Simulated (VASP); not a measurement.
Set up this calculation in VASP 6.6.1, as the native input.

```
Task                   : single point
Functional             : PBE
Potentials or basis    : VASP PAW PBE potentials, release 64 (Sr_sv, O)
Cutoff                 : 520 eV
k mesh                 : 9 × 9 × 9
Occupations            : gaussian, width 0.029 eV
Spin                   : no spin polarisation
Dipole correction      : no
Further INCAR settings : ALGO = Normal; EDIFF = 1e-06; NBANDS = 15
```

The structure of SrO lies in POSCAR:

```
SrO
1.0
    0.0000000000      2.5663000000      2.5663000000
    2.5663000000      0.0000000000      2.5663000000
    2.5663000000      2.5663000000      0.0000000000
Sr O
1 1
Direct
    0.5000000000      0.5000000000      0.5000000000
    0.0000000000      0.0000000000      0.0000000000
```

One way to write it, as run:

INCAR

```
SYSTEM = SrO
  ALGO = Normal
  EDIFF = 1E-6
  ENCUT = 520
  GGA = PE
  ISIF = 2
  ISMEAR = 0
  LASPH = .True.
  LCHARG = .False.
  LREAL = .False.
  LWAVE = .False.
  NBANDS = 15
  NELM = 100
  PREC = Accurate
  SIGMA = 0.028999999999999998
```

KPOINTS

```
k-points
0
Gamma
  9 9 9
  0 0 0
```

Potentials or basis: VASP PAW PBE potentials, release 64 (Sr_sv, O).

The run is started by

```console
$ cat potpaw_PBE.64/Sr_sv/POTCAR potpaw_PBE.64/O/POTCAR > POTCAR
$ mpirun -np 1 vasp_std > vasp.out
```

Results of the run:

The pressure is 3.9 GPa and the band gap on the k mesh is 3.32 eV, indirect (least direct gap 3.41 eV).

Wall time 7.9 s on 1 thread of Intel(R) Xeon(R) 6975P-C (Granite Rapids), with other jobs on the host, peak memory 0.16 GiB.
